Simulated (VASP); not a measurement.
# Sb (P6/mmm) in VASP: a series of runs

The runs below take Sb through relaxation of cell and atoms, with PBE.

All numbers are computed with VASP 6.6.1; they aren't measurements. Logs are shortened: lines on timing, memory, paths and dates and some standing lists are left out, and cuts for length are marked.

## (1) The cell of the first run

It takes space group P6/mmm (No. 191, hexagonal). Conventional cell: a = 5.351 Å, b = 5.351 Å, c = 3.317 Å, α = 90.00°, β = 90.00°, γ = 120.00°. Within 4.4 Å of Sb (site symmetry 6/mmm) lie 14 Sb at 3.32 to 3.51 Å. Within 4.1 Å of Sb (site symmetry -6m2) lie 11 Sb at 3.09 to 3.51 Å.

This isn't the form of Sb at room conditions, which is rhombohedral.

## (2) Relaxation of cell and atoms, PBE, target pressure 0.11 GPa, at which the enthalpy is minimised

Input file INCAR:

```
PREC = Accurate
ENCUT = 600
EDIFF = 1E-7
ISMEAR = -1
SIGMA = 0.08
LREAL = F
LASPH = T
NELM = 60
ALGO = Normal
ISIF = 3
LWAVE = F
LCHARG = F
GGA = PE
IBRION = 2
NSW = 60
EDIFFG = -0.005
PSTRESS = 1.1
```

Input file KPOINTS:

```
regular mesh
0
Gamma
  7 7 9
```

Input file POSCAR:

```
Sb
1.0
    5.3506620272      0.0000000000      0.0000000000
   -2.6753310136      4.6338092426      0.0000000000
    0.0000000000      0.0000000000      3.3174104568
Sb
3
Direct
    0.0000000000      0.0000000000      0.0000000000
    0.3333333333      0.6666666667      0.5000000000
    0.6666666667      0.3333333333      0.5000000000
```

Potentials or basis: VASP PAW PBE potentials, release 64 (Sb).

Started as:

```console
$ cat potpaw_PBE.64/Sb/POTCAR > POTCAR
$ mpirun -np 1 vasp_std > vasp.out
```

OUTCAR:

```text
PREC = Accurate
   ENCUT = 600
   EDIFF = 1E-7
   ISMEAR = -1
   LREAL = F
   LASPH = T
   NELM = 60
   ISIF = 3
   GGA = PE
   IBRION = 2
   NSW = 60
   EDIFFG = -0.005
   PSTRESS = 1.1

 ion  position               nearest neighbor table
   1  0.000  0.000  0.000-   2 3.51   3 3.51   2 3.51   3 3.51   2 3.51   2 3.51   3 3.51   3 3.51
                             3 3.51   3 3.51   2 3.51   2 3.51
   2  0.333  0.667  0.500-   3 3.09   3 3.09   3 3.09   1 3.51   1 3.51   1 3.51   1 3.51   1 3.51
                             1 3.51
   3  0.667  0.333  0.500-   2 3.09   2 3.09   2 3.09   1 3.51   1 3.51   1 3.51   1 3.51   1 3.51
                             1 3.51

  LATTYP: Found a hexagonal cell.
 ALAT       =     5.3506620272
 C/A-ratio  =     0.6200000000

  Lattice vectors:

 A1 = (   5.3506620272,   0.0000000000,   0.0000000000)
 A2 = (  -2.6753310136,   4.6338092426,   0.0000000000)
 A3 = (   0.0000000000,   0.0000000000,   3.3174104568)

Analysis of symmetry for initial positions (statically):
=====================================================================
 Subroutine PRICEL returns:
 Original cell was already a primitive cell.

 Routine SETGRP: Setting up the symmetry group for a
 hexagonal supercell.

 Subroutine GETGRP returns: Found 24 space group operations
 (whereof 24 operations were pure point group operations)
 out of a pool of 24 trial point group operations.

The static configuration has the point symmetry D_6h.

Analysis of symmetry for dynamics (positions and initial velocities):
=====================================================================
 Subroutine PRICEL returns:
 Original cell was already a primitive cell.

 Routine SETGRP: Setting up the symmetry group for a
 hexagonal supercell.

 Subroutine GETGRP returns: Found 24 space group operations
 (whereof 24 operations were pure point group operations)
 out of a pool of 24 trial point group operations.

The dynamic configuration has the point symmetry D_6h.

 Subroutine INISYM returns: Found 24 space group operations
 (whereof 24 operations are pure point group operations),
 and found     1 'primitive' translations

----------------------------------------------------------------------------------------

                                     Primitive cell

  volume of cell :      82.2517

  direct lattice vectors                    reciprocal lattice vectors
     5.350662027  0.000000000  0.000000000     0.186892761  0.107902586  0.000000000
    -2.675331014  4.633809243  0.000000000     0.000000000  0.215805172  0.000000000
     0.000000000  0.000000000  3.317410457     0.000000000  0.000000000  0.301439937

  length of vectors
     5.350662027  5.350662027  3.317410457     0.215805172  0.215805172  0.301439937

  position of ions in fractional coordinates (direct lattice)
     0.000000000  0.000000000  0.000000000
     0.333333333  0.666666667  0.500000000
     0.666666667  0.333333333  0.500000000

  ion indices of the primitive-cell ions
   primitive index   ion index
                 1           1
                 2           2
                 3           3

----------------------------------------------------------------------------------------

 KPOINTS: regular mesh

Automatic generation of k-mesh.
 Grid dimensions read from file:
 generate k-points for:    7    7    9

 Generating k-lattice:

  Cartesian coordinates                     Fractional coordinates (reciprocal lattice)
     0.026698966  0.015414655  0.000000000     0.142857143 -0.000000000  0.000000000
     0.000000000  0.030829310  0.000000000     0.000000000  0.142857143  0.000000000
     0.000000000  0.000000000  0.033493326     0.000000000  0.000000000  0.111111111

  Length of vectors
     0.030829310  0.030829310  0.033493326

  Shift w.r.t. Gamma in fractional coordinates (k-lattice)
     0.000000000  0.000000000  0.000000000

 Subroutine IBZKPT returns following result:
 ===========================================

 Found     40 irreducible k-points:

 Following reciprocal coordinates:
            Coordinates               Weight
  0.000000  0.000000  0.000000      1.000000
  0.142857 -0.000000  0.000000      6.000000
  0.285714 -0.000000  0.000000      6.000000
  0.428571  0.000000  0.000000      6.000000
  0.142857  0.142857  0.000000      6.000000
  0.285714  0.142857  0.000000     12.000000
[... 16 lines left out ...]
  0.428571  0.142857  0.222222     12.000000
  0.285714  0.285714  0.222222     12.000000
 [... further k-points ...]
   k-points           NKPTS =     40   k-points in BZ     NKDIM =     40   number of bands    NBANDS=     11
   number of dos      NEDOS =    301   number of ions     NIONS =      3
   total plane-waves  NPLWV =  64512
   dimension x,y,z NGX =    48 NGY =   48 NGZ =   28
   dimension x,y,z NGXF=    96 NGYF=   96 NGZF=   56
   ions per type =               3
   NGX,Y,Z   is equivalent  to a cutoff of  14.91, 14.91, 14.03 a.u.
   NGXF,Y,Z  is equivalent  to a cutoff of  29.83, 29.83, 28.06 a.u.
 SYSTEM =  unknown system
   PREC   = accura    normal or accurate (medium, high low for compatibility)
   ISTART =      0    job   : 0-new  1-cont  2-samecut
   ICHARG =      2    charge: 1-file 2-atom 10-const
   ISPIN  =      1    spin polarized calculation?
   LNONCOLLINEAR =      F non collinear calculations
   LSORBIT =      F    spin-orbit coupling
   LASPH  =      T    aspherical Exc in radial PAW
   ENCUT  =  600.0 eV  44.10 Ry    6.64 a.u.  10.69 10.69  6.63*2*pi/ulx,y,z
   NELM   =     60;   NELMIN=  2; NELMDL= -5     # of ELM steps
   EDIFF  = 0.1E-06   stopping-criterion for ELM
   LREAL  =      F    real-space projection
   EDIFFG = -.5E-02   stopping-criterion for IOM
   NSW    =     60    number of steps for IOM
   IBRION =      2    ionic relax: 0-MD 1-quasi-New 2-CG
   NFREE  =      1    steps in history (QN), initial steepest desc. (CG)
   ISIF   =      3    stress and relaxation
   ISYM   =      2    0-nonsym 1-usesym 2-fastsym
   POTIM  = 0.5000    time-step for ionic-motion
   TEBEG  =    0.0;   TEEND  =   0.0 temperature during run
   PSTRESS=    1.1 pullay stress
   NELECT =      15.0000    total number of electrons
   NUPDOWN=      -1.0000    fix difference up-down
   EMIN   =  10.00;   EMAX   =-10.00  energy-range for DOS
   EFERMI =   0.00;   METHOD = LEGACY
   ISMEAR =    -1;   SIGMA  =   0.08  broadening in eV -4-tet -1-fermi 0-gaus
   EFERMI_NEDOS =   21; number of points for ismear=-14 and -15
   IALGO  =     38    algorithm
   IMIX   =      4    mixing-type and parameters
     AMIX     =   0.40;   BMIX     =  1.00
     AMIX_MAG =   1.60;   BMIX_MAG =  1.00
  volume/ion in A,a.u.               =      27.42       185.02
  Fermi-wavevector in a.u.,A,eV,Ry     =   0.928375  1.754375 11.726601  0.861881
  Thomas-Fermi vector in A             =   2.054545
   LORBIT       =      0    0 simple, 1 ext, 2 COOP (PROOUT), +10 PAW based schemes
   GGA     = PE    functional components
   LHFCALC =     F    Hartree Fock is set to
   AEXX    =    0.0000 exact exchange contribution
   IVDW    =     0    specifies the selected vdW correction
   LEPSILON=     F    determine dielectric tensor
   LRPA    =     F    only Hartree local field effects (RPA)
 conjugate gradient relaxation of ions
 non-spin polarized calculation
  energy-cutoff  :      600.00
  volume of cell :       82.25
 maximum number of plane-waves:      2779
 NGX is ok and might be reduce to    48
   NGX = 21   NGY = 21   NGZ = 13

--------------------------------------- Ionic step        1  -------------------------------------------

 number of electron      14.9999999 magnetization

 Free energy of the ion-electron system (eV)
  ---------------------------------------------------
  ext. energy  EPLUGINS =         0.00000000
  ---------------------------------------------------
  free energy    TOTEN  =       -11.68106697 eV

  energy without entropy =      -11.64321921  energy(sigma->0) =      -11.66214309

------------------------ aborting loop because EDIFF is reached ----------------------------------------

  FORCE on cell =-STRESS in cart. coord.  units (eV):
  Direction    XX          YY          ZZ          XY          YZ          ZX
  --------------------------------------------------------------------------------------
  -------------------------------------------------------------------------------------
  Total        0.4778535      0.4778535     -0.6282518      0.0000000      0.0000000      0.0000000
  in kB        9.3080876      9.3080876    -12.2376902      0.0000000      0.0000000      0.0000000
  external PRESSURE =       1.0261616 kB  Pullay stress =       1.1000000 kB
[... 100 lines left out ...]
  energy  without entropy=      -11.6530239456  energy(sigma->0) =      -11.67524814

  enthalpy is  TOTEN    =       -11.6405666371 eV   P V=        0.0569056935

[... ionic steps 4 to 8 ...]

--------------------------------------- Ionic step        9  -------------------------------------------

 number of electron      15.0000000 magnetization

------------------------ aborting loop because EDIFF is reached ----------------------------------------
[... 73 lines left out ...]
--------------------------------------- Ionic step       11  -------------------------------------------

 number of electron      15.0000000 magnetization

 Free energy of the ion-electron system (eV)
  ---------------------------------------------------
  ext. energy  EPLUGINS =         0.00000000
  ---------------------------------------------------
  free energy    TOTEN  =       -11.70085379 eV

  energy without entropy =      -11.65863338  energy(sigma->0) =      -11.67974359

 E-fermi :   8.2252     XC(G=0): -10.1260

 val. band max:        8.2226448359   @ k =   0.2857  -0.0000   0.2222
 cond. band min:       8.2441911154   @ k =   0.1429   0.1429   0.3333
 fundamental gap:      0.0215462795
 Fermi energy:         8.2251511139

 k-point     1 :       0.0000    0.0000    0.0000
  band No.  band energies     occupation
      1      -4.5432      2.00000
      2      -0.1246      2.00000
      3       0.0797      2.00000
      4       4.2811      2.00000
      5       4.2811      2.00000
      6       4.5344      2.00000
      7       4.5344      2.00000
      8      10.0033      0.00000
      9      13.3297      0.00000
     10      13.3297      0.00000
     11      13.9409      0.00000
[... 309 lines left out ...]
 k-point    24 :       0.2857    0.2857    0.2222
  band No.  band energies     occupation
      1      -2.2754      2.00000
      2      -1.4550      2.00000
      3      -1.3842      2.00000
      4       4.9836      2.00000
      5       5.5965      2.00000
      6       6.8704      2.00000
      7       7.3729      1.99995
      8       7.9518      1.93642
      9       8.5854      0.02190
     10      10.8731      0.00000
     11      10.8799      0.00000

 [... further k-points ...]
[... 5 lines left out ...]
  --------------------------------------------------------------------------------------
  -------------------------------------------------------------------------------------
  Total        0.0559399      0.0559399      0.0582513     -0.0000000      0.0000000      0.0000000
  in kB        1.0860598      1.0860598      1.1309341     -0.0000000      0.0000000      0.0000000
  external PRESSURE =       0.0010179 kB  Pullay stress =       1.1000000 kB
[... 22 lines left out ...]
  energy  without entropy=      -11.6586333846  energy(sigma->0) =      -11.67974359

  enthalpy is  TOTEN    =       -11.6441958407 eV   P V=        0.0566579453

 reached required accuracy - stopping structural energy minimisation
```

Wall time 2.7 min (1 thread of Intel Xeon 6975P-C (Granite Rapids), shared host); peak memory 0.25 GiB.

What came out:

```
Free energy                                                : -11.7009 eV
Relaxed volume                                             : 27.51 Å³/atom
Relaxed cell                                               : a = 5.446 Å, b = 5.446 Å, c = 3.213 Å, α = 90.00°, β = 90.00°, γ = 120.00°
Space group after relaxing (to 0.1 Å)                      : P6/mmm (No. 191)
Energy change on relaxing (the run minimises the enthalpy) : -6.6 meV/atom
Ionic steps                                                : 11
Pressure after relaxing                                    : 0.1 GPa
Band gap on the k mesh                                     : zero (an odd number of electrons rules out a gap without spin polarisation)
```

Step by step:
| step | energy change (eV) | largest force (eV/Å) | pressure (GPa) | volume (Å³) |
| --- | --- | --- | --- | --- |
| 1 | 0.0000 | 0.0000 | 0.21 | 82.25 |
| 2 | -0.0106 | 0.0000 | 0.03 | 82.45 |
| 3 | -0.0164 | 0.0000 | -0.07 | 82.88 |
| 4 | -0.0183 | 0.0000 | -0.04 | 82.67 |
| 5 | -0.0198 | 0.0000 | -0.07 | 82.78 |
| 6 | -0.0198 | 0.0000 | -0.06 | 82.76 |
| 7 | -0.0198 | 0.0000 | -0.06 | 82.77 |
| 8 | -0.0195 | 0.0000 | 0.28 | 82.30 |
| 9 | -0.0198 | 0.0000 | 0.10 | 82.54 |
| 10 | -0.0198 | 0.0000 | 0.10 | 82.54 |
| 11 | -0.0198 | 0.0000 | 0.11 | 82.52 |

Final structure:
```
Sb
1.0
     5.44573    0.00000    0.00000
    -2.72287    4.71614    0.00000
     0.00000    0.00000    3.21318
Sb
3
Direct
  0.00000 0.00000 0.00000
  0.33333 0.66667 0.50000
  0.66667 0.33333 0.50000
```

Caveat: the cell is relaxed towards a set pressure, so the run minimises the enthalpy, not the energy; spin-orbit coupling is left out, which moves the levels of the heavy elements.

## (3) Relaxation of cell and atoms, PBE, target pressure 0.11 GPa, at which the enthalpy is minimised

This run uses another cell than the first one, of 27.56 Å³/atom.

Input file INCAR:

```
ALGO = Normal ; EDIFF = 1E-6
EDIFFG = -0.005 ; ENCUT = 600
GGA = PE ; IBRION = 2
ISIF = 3 ; ISMEAR = -1
LASPH = True ; LCHARG = False
LREAL = False ; LWAVE = False
NELM = 60 ; NSW = 32
PREC = Accurate ; PSTRESS = 1.1
SIGMA = 0.08
```

Input file KPOINTS:

```
k-points
0
Gamma
  7 7 9
```

Input file POSCAR:

```
Sb
1.0
    5.4485895638      0.0000000000      0.0000000000
   -2.7242947819      4.7186169770      0.0000000000
    0.0000000000      0.0000000000      3.2153824033
Sb
3
Direct
    0.0000000000      0.0000000000      0.0000000000
    0.3333333333      0.6666666667      0.5000000000
    0.6666666667      0.3333333333      0.5000000000
```

Potentials or basis: VASP PAW PBE potentials, release 64 (Sb).

Started as:

```console
$ cat potpaw_PBE.64/Sb/POTCAR > POTCAR
$ mpirun -np 1 vasp_std > vasp.out
```

It took 46 s on 1 thread of Intel Xeon 6975P-C (Granite Rapids), shared host; peak memory 0.24 GiB.

Results (log left out):

* Free energy: -11.7009 eV
* Relaxed volume: 27.51 Å³/atom
* Relaxed cell: a = 5.446 Å, b = 5.446 Å, c = 3.213 Å, α = 90.00°, β = 90.00°, γ = 120.00°
* Space group after relaxing (to 0.1 Å): P6/mmm (No. 191)
* Energy change on relaxing (the run minimises the enthalpy): +0.0 meV/atom
* Ionic steps: 3
* Pressure after relaxing: 0.1 GPa
* Band gap on the k mesh: zero (an odd number of electrons rules out a gap without spin polarisation)

Final structure:
```cif
data_structure
_symmetry_space_group_name_H-M 'P 1'
_symmetry_Int_Tables_number 1
_cell_length_a 5.4456
_cell_length_b 5.4456
_cell_length_c 3.2132
_cell_angle_alpha 90.000
_cell_angle_beta 90.000
_cell_angle_gamma 120.000
_cell_volume 82.52
loop_
_atom_site_label
_atom_site_type_symbol
_atom_site_fract_x
_atom_site_fract_y
_atom_site_fract_z
_atom_site_occupancy
Sb1 Sb 0.00000 0.00000 0.00000 1
Sb2 Sb 0.33333 0.66667 0.50000 1
Sb3 Sb 0.66667 0.33333 0.50000 1
```

Levels at points of the mesh, in eV from the Fermi level:
```csv
k point,band 5,band 6,band 7,band 8,band 9,band 10,band 11
"(0.00, 0.00, 0.00)",-3.94,-3.69,-3.69,1.78,5.11,5.11,5.67
```

Caveat: the cell is relaxed towards a set pressure, so the run minimises the enthalpy, not the energy; spin-orbit coupling is left out, which moves the levels of the heavy elements.
